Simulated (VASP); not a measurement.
Runs of VASP 6.6.1 on NaSnCl3. The structure is that of space group Pm-3m (No. 221), or close to it. The cells are those of the table. 

| level | cell | smearing | gap on the mesh (eV) | pressure (GPa) |
| --- | --- | --- | --- | --- |
| r2SCAN | a = 5.528 Å, 5 atoms | gaussian 0.01 eV | 0.96 | -0.2 |
| r2SCAN | a = 5.417, b = 5.528, c = 5.528 Å, 5 atoms | gaussian 0.01 eV | (a) | (b) |
| PBE | a = 5.611, b = 5.611, c = 5.504 Å, 5 atoms | fermi-dirac 0.02 eV | 0.81 | -0.2 |
| PBE | a = 5.528 Å, angles 90.0, 90.0, 88.9°, 5 atoms | fermi-dirac 0.02 eV | (c) | 0.4 |
| PBE | a = 5.528 Å, 5 atoms | fermi-dirac 0.02 eV | 0.61 | 0.4 |
| PBE | a = 5.417, b = 5.528, c = 5.528 Å, 5 atoms | fermi-dirac 0.02 eV | 0.44 | 0.9 |

Alike in all rows: task single point; potentials or basis VASP PAW PBE potentials, release 64 (Na_pv, Sn_d, Cl); no spin polarisation; k mesh 6 × 6 × 6; cutoff (eV) 520.

Problem. Fill in the values left out.

Solution. (a) 0.77; (b) 0.3; (c) 0.62.

Caveats: spin-orbit coupling is left out, which moves the levels of the heavy elements; semilocal functionals underestimate gaps, and a narrow one can read as zero (at least some runs); the PAW data sets were made with another functional, which shifts forces and pressure a little (at least some runs).

A k mesh can miss the band edges, and the runs leave out spin-orbit coupling on Sn.
